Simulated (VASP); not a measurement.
# CdTe (gw) (F-43m) in VASP: single point with PBE

Aim: the single point of CdTe (gw) with PBE.

Everything below comes from runs of VASP 6.6.1. Logs are shortened: lines on timing, memory, paths and dates and some standing lists are left out, and cuts for length are marked.

**1. The cell of the first run**

It takes space group F-43m (No. 216, cubic). The conventional cell has a = 6.489 Å, b = 6.489 Å, c = 6.489 Å, α = 90.00°, β = 90.00°, γ = 90.00°. Cd (site symmetry -43m) has 4 Te at 2.81 Å within 3.7 Å. Te (site symmetry -43m) has 4 Cd at 2.81 Å within 3.7 Å.

**2. Single point, PBE**

The input, INCAR:

```
ALGO = Normal
EDIFF = 1E-6
ENCUT = 500
GGA = PE
GGA_COMPAT = F
ISIF = 2
ISMEAR = 0
LASPH = T
LCHARG = F
LREAL = F
LWAVE = F
NBANDS = 16
NELM = 120
PREC = Accurate
SIGMA = 0.01
```

The input, KPOINTS:

```
k-points
0
Gamma
  4 4 4
```

The input, POSCAR:

```
CdTe
1.0
    0.0000000000      3.2445740175      3.2445740175
    3.2445740175      0.0000000000      3.2445740175
    3.2445740175      3.2445740175      0.0000000000
Cd Te
1 1
Direct
    0.0000000000      0.0000000000      0.0000000000
    0.7500000000      0.7500000000      0.7500000000
```

Potentials or basis: VASP PAW PBE potentials, release 64 (Cd, Te).

Started as:

```
cat potpaw_PBE.64/Cd/POTCAR potpaw_PBE.64/Te/POTCAR > POTCAR
mpirun -np 1 vasp_std > vasp.out
```

OUTCAR:

```text
EDIFF = 1E-6
   ENCUT = 500
   GGA = PE
   ISIF = 2
   ISMEAR = 0
   LASPH = T
   LREAL = F
   NELM = 120
   PREC = Accurate

 ion  position               nearest neighbor table
   1  0.000  0.000  0.000-   2 2.81   2 2.81   2 2.81   2 2.81
   2  0.750  0.750  0.750-   1 2.81   1 2.81   1 2.81   1 2.81

  LATTYP: Found a face centered cubic cell.
 ALAT       =     6.4891480350

  Lattice vectors:

 A1 = (   0.0000000000,   3.2445740175,   3.2445740175)
 A2 = (   3.2445740175,   0.0000000000,   3.2445740175)
 A3 = (   3.2445740175,   3.2445740175,   0.0000000000)

Analysis of symmetry for initial positions (statically):
=====================================================================
 Subroutine PRICEL returns:
 Original cell was already a primitive cell.

 Routine SETGRP: Setting up the symmetry group for a
 face centered cubic supercell.

 Subroutine GETGRP returns: Found 24 space group operations
 (whereof 24 operations were pure point group operations)
 out of a pool of 48 trial point group operations.

The static configuration has the point symmetry T_d .

Analysis of symmetry for dynamics (positions and initial velocities):
=====================================================================
 Subroutine PRICEL returns:
 Original cell was already a primitive cell.

 Routine SETGRP: Setting up the symmetry group for a
 face centered cubic supercell.

 Subroutine GETGRP returns: Found 24 space group operations
 (whereof 24 operations were pure point group operations)
 out of a pool of 48 trial point group operations.

The dynamic configuration has the point symmetry T_d .

 Subroutine INISYM returns: Found 24 space group operations
 (whereof 24 operations are pure point group operations),
 and found     1 'primitive' translations

----------------------------------------------------------------------------------------

                                     Primitive cell

  volume of cell :      68.3130

  direct lattice vectors                    reciprocal lattice vectors
     0.000000000  3.244574018  3.244574018    -0.154103435  0.154103435  0.154103435
     3.244574018  0.000000000  3.244574018     0.154103435 -0.154103435  0.154103435
     3.244574018  3.244574018  0.000000000     0.154103435  0.154103435 -0.154103435

  length of vectors
     4.588520580  4.588520580  4.588520580     0.266914978  0.266914978  0.266914978

  position of ions in fractional coordinates (direct lattice)
     0.000000000  0.000000000  0.000000000
     0.750000000  0.750000000  0.750000000

  ion indices of the primitive-cell ions
   primitive index   ion index
                 1           1
                 2           2

----------------------------------------------------------------------------------------

 KPOINTS: k-points

Automatic generation of k-mesh.
 Grid dimensions read from file:
 generate k-points for:    4    4    4

 Generating k-lattice:

  Cartesian coordinates                     Fractional coordinates (reciprocal lattice)
    -0.038525859  0.038525859  0.038525859     0.250000000  0.000000000  0.000000000
     0.038525859 -0.038525859  0.038525859     0.000000000  0.250000000  0.000000000
     0.038525859  0.038525859 -0.038525859     0.000000000  0.000000000  0.250000000

  Length of vectors
     0.066728745  0.066728745  0.066728745

  Shift w.r.t. Gamma in fractional coordinates (k-lattice)
     0.000000000  0.000000000  0.000000000

 Subroutine IBZKPT returns following result:
 ===========================================

 Found      8 irreducible k-points:

 Following reciprocal coordinates:
            Coordinates               Weight
  0.000000  0.000000  0.000000      1.000000
  0.250000  0.000000  0.000000      8.000000
  0.500000  0.000000  0.000000      4.000000
  0.250000  0.250000  0.000000      6.000000
  0.500000  0.250000  0.000000     24.000000
 -0.250000  0.250000  0.000000     12.000000
  0.500000  0.500000  0.000000      3.000000
 -0.250000  0.500000  0.250000      6.000000
   k-points           NKPTS =      8   k-points in BZ     NKDIM =      8   number of bands    NBANDS=     16
   number of dos      NEDOS =    301   number of ions     NIONS =      2
   total plane-waves  NPLWV =  46656
   dimension x,y,z NGX =    36 NGY =   36 NGZ =   36
   dimension x,y,z NGXF=    72 NGYF=   72 NGZF=   72
   ions per type =               1   1
   NGX,Y,Z   is equivalent  to a cutoff of  13.04, 13.04, 13.04 a.u.
   NGXF,Y,Z  is equivalent  to a cutoff of  26.09, 26.09, 26.09 a.u.
 SYSTEM =  unknown system
   PREC   = accura    normal or accurate (medium, high low for compatibility)
   ISTART =      0    job   : 0-new  1-cont  2-samecut
   ICHARG =      2    charge: 1-file 2-atom 10-const
   ISPIN  =      1    spin polarized calculation?
   LNONCOLLINEAR =      F non collinear calculations
   LSORBIT =      F    spin-orbit coupling
   LASPH  =      T    aspherical Exc in radial PAW
   ENCUT  =  500.0 eV  36.75 Ry    6.06 a.u.   8.37  8.37  8.37*2*pi/ulx,y,z
   NELM   =    120;   NELMIN=  2; NELMDL= -5     # of ELM steps
   EDIFF  = 0.1E-05   stopping-criterion for ELM
   LREAL  =      F    real-space projection
   EDIFFG = 0.1E-04   stopping-criterion for IOM
   NSW    =      0    number of steps for IOM
   IBRION =     -1    ionic relax: 0-MD 1-quasi-New 2-CG
   NFREE  =      0    steps in history (QN), initial steepest desc. (CG)
   ISIF   =      2    stress and relaxation
   ISYM   =      2    0-nonsym 1-usesym 2-fastsym
   POTIM  = 0.5000    time-step for ionic-motion
   TEBEG  =    0.0;   TEEND  =   0.0 temperature during run
   PSTRESS=    0.0 pullay stress
   NELECT =      18.0000    total number of electrons
   NUPDOWN=      -1.0000    fix difference up-down
   EMIN   =  10.00;   EMAX   =-10.00  energy-range for DOS
   EFERMI =   0.00;   METHOD = LEGACY
   ISMEAR =     0;   SIGMA  =   0.01  broadening in eV -4-tet -1-fermi 0-gaus
   EFERMI_NEDOS =   21; number of points for ismear=-14 and -15
   IALGO  =     38    algorithm
   IMIX   =      4    mixing-type and parameters
     AMIX     =   0.40;   BMIX     =  1.00
     AMIX_MAG =   1.60;   BMIX_MAG =  1.00
  volume/ion in A,a.u.               =      34.16       230.50
  Fermi-wavevector in a.u.,A,eV,Ry     =   1.049538  1.983338 14.987213  1.101529
  Thomas-Fermi vector in A             =   2.184504
   LORBIT       =      0    0 simple, 1 ext, 2 COOP (PROOUT), +10 PAW based schemes
   GGA     = PE    functional components
   LHFCALC =     F    Hartree Fock is set to
   AEXX    =    0.0000 exact exchange contribution
   IVDW    =     0    specifies the selected vdW correction
   LEPSILON=     F    determine dielectric tensor
   LRPA    =     F    only Hartree local field effects (RPA)
 non-spin polarized calculation
 Gauss-broadening in eV      SIGMA  =   0.01
  energy-cutoff  :      500.00
  volume of cell :       68.31
 maximum number of plane-waves:      1759
 NGX is ok and might be reduce to    36
   NGX = 17   NGY = 17   NGZ = 17

 number of electron      17.9999997 magnetization

 Free energy of the ion-electron system (eV)
  ---------------------------------------------------
  ext. energy  EPLUGINS =         0.00000000
  ---------------------------------------------------
  free energy    TOTEN  =        -4.71753611 eV

  energy without entropy =       -4.71753611  energy(sigma->0) =       -4.71753611

 E-fermi :   2.3922     XC(G=0):  -8.5540

 val. band max:        2.3392825833   @ k =   0.0000   0.0000   0.0000
 cond. band min:       3.0866387696   @ k =   0.0000   0.0000   0.0000
 fundamental gap:      0.7473561863
 Fermi energy:         2.3921675573

 k-point     1 :       0.0000    0.0000    0.0000
  band No.  band energies     occupation
      1      -8.8072      2.00000
      2      -5.9649      2.00000
      3      -5.9649      2.00000
      4      -5.9649      2.00000
      5      -5.7095      2.00000
      6      -5.7095      2.00000
      7       2.3393      2.00000
      8       2.3393      2.00000
      9       2.3393      2.00000
     10       3.0866      0.00000
     11       6.9249      0.00000
     12       6.9249      0.00000
     13       6.9249      0.00000
     14       9.7913      0.00000
     15      11.6760      0.00000
     16      11.6760      0.00000

 k-point     2 :       0.2500    0.0000    0.0000
  band No.  band energies     occupation
      1      -8.6094      2.00000
      2      -5.9297      2.00000
      3      -5.9297      2.00000
      4      -5.7661      2.00000
      5      -5.7099      2.00000
      6      -5.7099      2.00000
      7      -0.3857      2.00000
      8       1.9123      2.00000
      9       1.9123      2.00000
     10       4.3109      0.00000
     11       7.4729      0.00000
     12       7.4729      0.00000
     13       7.6965      0.00000
     14      10.6313      0.00000
     15      10.7705      0.00000
     16      10.7705      0.00000

 k-point     3 :       0.5000    0.0000    0.0000
  band No.  band energies     occupation
      1      -8.4152      2.00000
      2      -5.9027      2.00000
      3      -5.9027      2.00000
      4      -5.7005      2.00000
      5      -5.7005      2.00000
      6      -5.3552      2.00000
      7      -2.0748      2.00000
      8       1.5674      2.00000
      9       1.5674      2.00000
     10       4.1411      0.00000
     11       7.5117      0.00000
     12       7.5117      0.00000
     13       9.4125      0.00000
     14      10.9776      0.00000
     15      12.6281      0.00000
     16      12.6281      0.00000

 k-point     4 :       0.2500    0.2500    0.0000
  band No.  band energies     occupation
      1      -8.5454      2.00000
      2      -5.8888      2.00000
      3      -5.8888      2.00000
      4      -5.8064      2.00000
      5      -5.6945      2.00000
      6      -5.6784      2.00000
      7      -0.3300      2.00000
      8       1.2570      2.00000
      9       1.2570      2.00000
     10       5.2627      0.00000
     11       5.6691      0.00000
     12       8.7908      0.00000
     13       8.7908      0.00000
     14       9.1416      0.00000
     15      12.2049      0.00000
     16      12.9649      0.00000

 k-point     5 :       0.5000    0.2500    0.0000
  band No.  band energies     occupation
      1      -8.3566      2.00000
      2      -5.8699      2.00000
      3      -5.8514      2.00000
      4      -5.7493      2.00000
      5      -5.6936      2.00000
      6      -5.3000      2.00000
      7      -1.7324      2.00000
      8       0.2683      2.00000
      9       0.9674      2.00000
     10       5.2945      0.00000
     11       6.8331      0.00000
     12       8.5109      0.00000
     13       9.0650      0.00000
     14      11.3494      0.00000
     15      12.8346      0.00000
     16      13.3578      0.00000

 k-point     6 :      -0.2500    0.2500    0.0000
  band No.  band energies     occupation
      1      -8.4178      2.00000
      2      -5.8863      2.00000
      3      -5.8845      2.00000
      4      -5.7173      2.00000
      5      -5.7163      2.00000
      6      -5.4312      2.00000
      7      -1.3685      2.00000
      8       0.2012      2.00000
      9       1.5361      2.00000
     10       5.4595      0.00000
     11       7.5411      0.00000
     12       7.9894      0.00000
     13       8.1663      0.00000
     14      10.3597      0.00000
     15      11.8531      0.00000
     16      13.4513      0.00000

 k-point     7 :       0.5000    0.5000    0.0000
  band No.  band energies     occupation
      1      -8.2964      2.00000
      2      -5.8117      2.00000
      3      -5.8039      2.00000
      4      -5.8039      2.00000
      5      -5.6793      2.00000
      6      -5.2149      2.00000
      7      -1.9629      2.00000
      8       0.4829      2.00000
      9       0.4829      2.00000
     10       4.9391      0.00000
     11       4.9978      0.00000
     12      11.1643      0.00000
     13      11.4386      0.00000
     14      11.4386      0.00000
     15      13.1324      0.00000
     16      13.8828      0.00000

 k-point     8 :      -0.2500    0.5000    0.2500
  band No.  band energies     occupation
      1      -8.2981      2.00000
      2      -5.8441      2.00000
      3      -5.8387      2.00000
      4      -5.7381      2.00000
      5      -5.7091      2.00000
      6      -5.1344      2.00000
      7      -1.8401      2.00000
      8       0.0239      2.00000
      9       0.1520      2.00000
     10       6.5727      0.00000
     11       7.0142      0.00000
     12       7.8831      0.00000
     13       8.6264      0.00000
     14      11.9770      0.00000
     15      13.4189      0.00000
     16      13.6268      0.00000

------------------------ aborting loop because EDIFF is reached ----------------------------------------

  FORCE on cell =-STRESS in cart. coord.  units (eV):
  Direction    XX          YY          ZZ          XY          YZ          ZX
  --------------------------------------------------------------------------------------
  -------------------------------------------------------------------------------------
  Total        1.1746082      1.1746082      1.1746082      0.0000000      0.0000000      0.0000000
  in kB       27.5486644     27.5486644     27.5486644      0.0000000      0.0000000      0.0000000
  external PRESSURE =      27.5486644 kB  Pullay stress =       0.0000000 kB

 VOLUME and BASIS-vectors are now :
 -----------------------------------------------------------------------------
  energy-cutoff  :      500.00
  volume of cell :       68.31
      direct lattice vectors                 reciprocal lattice vectors
     0.000000000  3.244574018  3.244574018    -0.154103435  0.154103435  0.154103435
     3.244574018  0.000000000  3.244574018     0.154103435 -0.154103435  0.154103435
     3.244574018  3.244574018  0.000000000     0.154103435  0.154103435 -0.154103435

 POSITION                                       TOTAL-FORCE (eV/Angst)
 -----------------------------------------------------------------------------------
      0.00000      0.00000      0.00000        -0.000000      0.000000     -0.000000
      4.86686      4.86686      4.86686         0.000000     -0.000000      0.000000
 -----------------------------------------------------------------------------------
    total drift:                               -0.000000     -0.000000     -0.000000

  FREE ENERGIE OF THE ION-ELECTRON SYSTEM (eV)
  ---------------------------------------------------
  free  energy   TOTEN  =        -4.7175361137 eV

  energy  without entropy=       -4.7175361137  energy(sigma->0) =       -4.71753611
```

Run time: 18 s. Hardware: 1 thread of AMD EPYC 7R13, shared host; peak memory 0.17 GiB.

What came out:

```yaml
Free_energy: -4.7175 eV
Pressure: 2.8 GPa
Band_gap_on_the_k_mesh: 0.75 eV, direct
```

Caveat: spin-orbit coupling is left out, which moves the levels of the heavy elements.
